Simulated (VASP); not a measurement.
# Al3Cu2 in VASP: notebook, part 2 of 2

VASP 6.6.1. Earlier steps stand in the parts before.

## (3) Single point, PBEsol

File INCAR:

```
SYSTEM = Al3Cu2
ALGO = Normal
EDIFF = 1E-6
ENCUT = 400
GGA = PS
GGA_COMPAT = .False.
ISIF = 2
ISMEAR = -1
ISYM = -1
LASPH = .True.
LCHARG = .False.
LREAL = Auto
LWAVE = .False.
NBANDS = 78
NELM = 120
PREC = Accurate
SIGMA = 0.05
```

File KPOINTS:

```
explicit points
1
Reciprocal
  0.25000000   0.25000000   0.25000000 1
```

File POSCAR:

```
Al3Cu2
1.0
    6.8921920000     -0.1854640000     -0.0600550000
   -0.1854640000      6.9738980000      0.0067840000
   -0.0600550000      0.0067840000      7.0022850000
Al Cu
12 8
Direct
    0.5956780108      0.1526834607      0.8657053574
    0.2851089273      0.9310062738      0.6598837765
    0.0840402615      0.0599446789      0.9662981974
    0.5281738790      0.8667349893      0.3634775723
    0.9059557527      0.4004658721      0.9423692998
    0.7519793878      0.4999292238      0.6041702962
    0.8834264401      0.1173206526      0.5923551057
    0.7496017718      0.8063124271      0.0602182446
    0.1344879554      0.3903044548      0.4161582753
    0.1434151355      0.7130325565      0.1662772342
    0.4629288927      0.3914963662      0.1957427159
    0.3422364249      0.6062745558      0.8537181851
    0.9325438123      0.8112730238      0.4473742846
    0.7497650692      0.1509733103      0.2187444439
    0.2047712860      0.0423257511      0.3026578326
    0.0012282265      0.7310809882      0.8221624952
    0.2698598286      0.2780992369      0.7530323040
    0.6386530548      0.8110170261      0.7184749506
    0.8238618163      0.5016503539      0.2597741773
    0.5144709877      0.2064514203      0.4922907292
```

Potentials or basis: VASP PAW PBE potentials, release 64 (Al, Cu).

On the command line:

```
> cat potpaw_PBE.64/Al/POTCAR potpaw_PBE.64/Cu/POTCAR > POTCAR
> mpirun -np 1 vasp_std > vasp.out
```

OUTCAR:

```text
SYSTEM = Al3Cu2
   EDIFF = 1E-6
   ENCUT = 400
   GGA = PS
   ISIF = 2
   ISMEAR = -1
   ISYM = -1
   LASPH = .True.
   LREAL = Auto
   NELM = 120
   PREC = Accurate

 ion  position               nearest neighbor table
   1  0.596  0.153  0.866-  17 2.57  18 2.63  14 2.67  20 2.69   5 2.72   7 2.80   2 2.93   8 3.01
                            11 3.03   6 3.19
   2  0.285  0.931  0.660-  17 2.52  16 2.62  18 2.64  15 2.68  12 2.68  20 2.70   4 2.74   3 2.75
                            13 2.91   1 2.93   7 3.15
   3  0.084  0.060  0.966-  17 2.46  15 2.49  16 2.54   5 2.74   2 2.75  10 2.84   8 2.91   7 2.98
                            14 3.02
   4  0.528  0.867  0.363-  20 2.54  18 2.62  15 2.63  14 2.65   8 2.68   2 2.74  13 2.89  10 3.11
                             7 3.32
   5  0.906  0.400  0.942-  19 2.42  16 2.51   6 2.68   1 2.72   3 2.74  14 2.79  17 3.02  10 3.07
                             7 3.15   8 3.20  12 3.33
   6  0.752  0.500  0.604-  19 2.47  18 2.48  20 2.66   5 2.68  13 2.69  16 2.74   7 2.87   9 3.10
                             1 3.19
   7  0.883  0.117  0.592-  13 2.41  20 2.73  14 2.77   1 2.80  18 2.80   9 2.80   6 2.87   3 2.98
                            17 3.03   5 3.15   2 3.15   4 3.32
   8  0.750  0.806  0.060-  18 2.50  16 2.50  19 2.61  14 2.65   4 2.68  10 2.91   3 2.91  13 2.97
                             1 3.01   5 3.20
   9  0.134  0.390  0.416-  19 2.55  15 2.63  17 2.65  11 2.76   7 2.80  10 2.85  20 3.02   6 3.10

  10  0.143  0.713  0.166-  15 2.50  13 2.58  16 2.59  19 2.68  12 2.73   3 2.84   9 2.85   8 2.91
                             5 3.07   4 3.11  11 3.23
  11  0.463  0.391  0.196-  20 2.47  19 2.60  14 2.66   9 2.76  12 2.95   1 3.03  15 3.04  10 3.23

  12  0.342  0.606  0.854-  17 2.42  16 2.56  18 2.62   2 2.68  10 2.73  11 2.95   5 3.33
  13  0.933  0.811  0.447-   7 2.41  10 2.58  19 2.60  15 2.62   6 2.69  16 2.72   4 2.89   2 2.91
                             8 2.97
  14  0.750  0.151  0.219-  19 2.49  20 2.57   4 2.65   8 2.65  11 2.66   1 2.67   7 2.77   5 2.79
                             3 3.02
  15  0.205  0.042  0.303-   3 2.49  10 2.50  13 2.62   9 2.63   4 2.63   2 2.68  20 2.70  11 3.04

  16  0.001  0.731  0.822-   8 2.50   5 2.51   3 2.54  12 2.56  10 2.59   2 2.62  18 2.68  13 2.72
                             6 2.74
  17  0.270  0.278  0.753-  12 2.42   3 2.46   2 2.52   1 2.57  20 2.57   9 2.65   5 3.02   7 3.03

  18  0.639  0.811  0.718-   6 2.48   8 2.50  12 2.62   4 2.62   1 2.63   2 2.64  16 2.68   7 2.80

  19  0.824  0.502  0.260-   5 2.42   6 2.47  14 2.49   9 2.55  11 2.60  13 2.60   8 2.61  10 2.68

  20  0.514  0.206  0.492-  11 2.47   4 2.54  17 2.57  14 2.57   6 2.66   1 2.69  15 2.70   2 2.70
                             7 2.73   9 3.02

IMPORTANT INFORMATION: All symmetrisations will be switched off!
NOSYMM: (Re-)initialisation of all symmetry stuff for point group C_1.

----------------------------------------------------------------------------------------

                                     Primitive cell

  volume of cell :     336.3018

  direct lattice vectors                    reciprocal lattice vectors
     6.892192000 -0.185464000 -0.060055000     0.145206421  0.003860415  0.001241621
    -0.185464000  6.973898000  0.006784000     0.003860415  0.143494598 -0.000105913
    -0.060055000  0.006784000  7.002285000     0.001241621 -0.000105913  0.142821277

  length of vectors
     6.894948445  6.976366979  7.002545812     0.145263034  0.143546555  0.142826713

  position of ions in fractional coordinates (direct lattice)
     0.595678011  0.152683461  0.865705357
     0.285108927  0.931006274  0.659883777
     0.084040262  0.059944679  0.966298197
     0.528173879  0.866734989  0.363477572
     0.905955753  0.400465872  0.942369300
     0.751979388  0.499929224  0.604170296
[... 12 lines left out ...]
     0.823861816  0.501650354  0.259774177
     0.514470988  0.206451420  0.492290729

  ion indices of the primitive-cell ions
   primitive index   ion index
                 1           1
                 2           2
                 3           3
                 4           4
                 5           5
                 6           6
[... 12 lines left out ...]
                19          19
                20          20

----------------------------------------------------------------------------------------

 KPOINTS: explicit points

Read explicit list of k-points.

 Found      1 k-points:

 Following reciprocal coordinates:
            Coordinates               Weight
  0.250000  0.250000  0.250000      1.000000
   k-points           NKPTS =      1   k-points in BZ     NKDIM =      1   number of bands    NBANDS=     78
   number of dos      NEDOS =    301   number of ions     NIONS =     20
   total plane-waves  NPLWV = 110592
   dimension x,y,z NGX =    48 NGY =   48 NGZ =   48
   dimension x,y,z NGXF=    96 NGYF=   96 NGZF=   96
   ions per type =              12   8
   NGX,Y,Z   is equivalent  to a cutoff of  11.57, 11.44, 11.40 a.u.
   NGXF,Y,Z  is equivalent  to a cutoff of  23.15, 22.88, 22.79 a.u.
 SYSTEM =  Al3Cu2
   PREC   = accura    normal or accurate (medium, high low for compatibility)
   ISTART =      0    job   : 0-new  1-cont  2-samecut
   ICHARG =      2    charge: 1-file 2-atom 10-const
   ISPIN  =      1    spin polarized calculation?
   LNONCOLLINEAR =      F non collinear calculations
   LSORBIT =      F    spin-orbit coupling
   LASPH  =      T    aspherical Exc in radial PAW
   ENCUT  =  400.0 eV  29.40 Ry    5.42 a.u.  11.24 11.38 11.42*2*pi/ulx,y,z
   NELM   =    120;   NELMIN=  2; NELMDL= -5     # of ELM steps
   EDIFF  = 0.1E-05   stopping-criterion for ELM
   LREAL  =      T    real-space projection
   EDIFFG = 0.1E-04   stopping-criterion for IOM
   NSW    =      0    number of steps for IOM
   IBRION =     -1    ionic relax: 0-MD 1-quasi-New 2-CG
   NFREE  =      0    steps in history (QN), initial steepest desc. (CG)
   ISIF   =      2    stress and relaxation
   ISYM   =     -1    0-nonsym 1-usesym 2-fastsym
   POTIM  = 0.5000    time-step for ionic-motion
   TEBEG  =    0.0;   TEEND  =   0.0 temperature during run
   PSTRESS=    0.0 pullay stress
   NELECT =     124.0000    total number of electrons
   NUPDOWN=      -1.0000    fix difference up-down
   EMIN   =  10.00;   EMAX   =-10.00  energy-range for DOS
   EFERMI =   0.00;   METHOD = LEGACY
   ISMEAR =    -1;   SIGMA  =   0.05  broadening in eV -4-tet -1-fermi 0-gaus
   EFERMI_NEDOS =   21; number of points for ismear=-14 and -15
   IALGO  =     38    algorithm
   IMIX   =      4    mixing-type and parameters
     AMIX     =   0.40;   BMIX     =  1.00
     AMIX_MAG =   1.60;   BMIX_MAG =  1.00
  volume/ion in A,a.u.               =      16.82       113.47
  Fermi-wavevector in a.u.,A,eV,Ry     =   1.173921  2.218390 18.750072  1.378091
  Thomas-Fermi vector in A             =   2.310327
   LORBIT       =      0    0 simple, 1 ext, 2 COOP (PROOUT), +10 PAW based schemes
   GGA     = PS    functional components
   LHFCALC =     F    Hartree Fock is set to
   AEXX    =    0.0000 exact exchange contribution
   IVDW    =     0    specifies the selected vdW correction
   LEPSILON=     F    determine dielectric tensor
   LRPA    =     F    only Hartree local field effects (RPA)
 non-spin polarized calculation
  energy-cutoff  :      400.00
  volume of cell :      336.30
 maximum number of plane-waves:      6115
 NGX is ok and might be reduce to    48
   NGX = 23   NGY = 23   NGZ = 23

 number of electron     123.9999983 magnetization

 Free energy of the ion-electron system (eV)
  ---------------------------------------------------
  ext. energy  EPLUGINS =         0.00000000
  ---------------------------------------------------
  free energy    TOTEN  =       -83.18987920 eV

  energy without entropy =      -83.16106458  energy(sigma->0) =      -83.17547189

 E-fermi :   6.6124     XC(G=0): -10.4340

 val. band max:        6.4403368168   @ k =   0.2500   0.2500   0.2500
 cond. band min:       6.7832426837   @ k =   0.2500   0.2500   0.2500
 fundamental gap:      0.3429058668
 Fermi energy:         6.6124346574

 k-point     1 :       0.2500    0.2500    0.2500
  band No.  band energies     occupation
      1      -2.9860      2.00000
      2      -1.8237      2.00000
      3      -1.4016      2.00000
      4      -1.2573      2.00000
      5      -0.3640      2.00000
      6       0.0134      2.00000
[... 66 lines left out ...]
     73       9.0064      0.00000
     74       9.1589      0.00000
 [bands above 74 left out]

------------------------ aborting loop because EDIFF is reached ----------------------------------------

  FORCE on cell =-STRESS in cart. coord.  units (eV):
  Direction    XX          YY          ZZ          XY          YZ          ZX
  --------------------------------------------------------------------------------------
  -------------------------------------------------------------------------------------
  Total      -31.6838345     -2.5681506    -15.6132853    -11.7454811     -5.1160030    -11.1535362
  in kB     -150.9451542    -12.2349422    -74.3833499    -55.9567201    -24.3731820    -53.1366315
  external PRESSURE =     -79.1878155 kB  Pullay stress =       0.0000000 kB

 VOLUME and BASIS-vectors are now :
 -----------------------------------------------------------------------------
  energy-cutoff  :      400.00
  volume of cell :      336.30
      direct lattice vectors                 reciprocal lattice vectors
     6.892192000 -0.185464000 -0.060055000     0.145206421  0.003860415  0.001241621
    -0.185464000  6.973898000  0.006784000     0.003860415  0.143494598 -0.000105913
    -0.060055000  0.006784000  7.002285000     0.001241621 -0.000105913  0.142821277

 POSITION                                       TOTAL-FORCE (eV/Angst)
 -----------------------------------------------------------------------------------
      4.02522      0.96019      6.02718        -0.013614     -0.000415      0.059418
      1.75273      6.44434      4.60989        -0.136974     -0.218845     -0.612792
      0.51007      0.40902      6.76165        -0.214322     -0.316725      0.563175
      3.45770      5.94903      2.51933         0.254651     -0.121266     -0.202655
      6.11316      2.63118      6.54705         0.217663      0.063524     -0.114862
      5.05378      3.35109      4.18880         0.069414      0.318003      0.139912
[... 12 lines left out ...]
      5.56957      3.34742      1.77294         0.169195      0.637466      0.434769
      3.47798      1.34770      3.41766        -0.136588     -0.001746      0.185022
 -----------------------------------------------------------------------------------
    total drift:                                0.000936     -0.003684      0.000901

  FREE ENERGIE OF THE ION-ELECTRON SYSTEM (eV)
  ---------------------------------------------------
  free  energy   TOTEN  =       -83.1898792012 eV

  energy  without entropy=      -83.1610645833  energy(sigma->0) =      -83.17547189
```

It took 2 min on 1 thread of Intel Xeon 8259CL, shared host; peak memory 0.31 GiB.

What came out:

| Item | Value |
| --- | --- |
| Free energy | -83.1899 eV |
| Pressure | -7.9 GPa |
| Largest force | 0.790 eV/Å |

Forces in eV/Å, atoms in the order of the input:
```
Al  -0.014  0.000  0.059
Al  -0.137 -0.219 -0.613
Al  -0.214 -0.317  0.563
Al   0.255 -0.121 -0.203
Al   0.218  0.064 -0.115
Al   0.069  0.318  0.140
Al   0.061  0.088 -0.013
Al  -0.021 -0.062  0.378
Al   0.068  0.043  0.030
Al  -0.092 -0.291  0.248
Al  -0.199  0.149 -0.518
Al   0.475  0.125 -0.020
Cu  -0.226 -0.688  0.002
Cu  -0.054 -0.123 -0.425
Cu  -0.079 -0.007  0.521
Cu   0.034  0.151 -0.258
Cu  -0.224 -0.121 -0.192
Cu   0.047  0.376 -0.205
Cu   0.169  0.637  0.435
Cu  -0.137 -0.002  0.185
```

Caveat: the atoms stand as in a frame of molecular dynamics; the PAW data sets were made with another functional, which shifts forces and pressure a little.
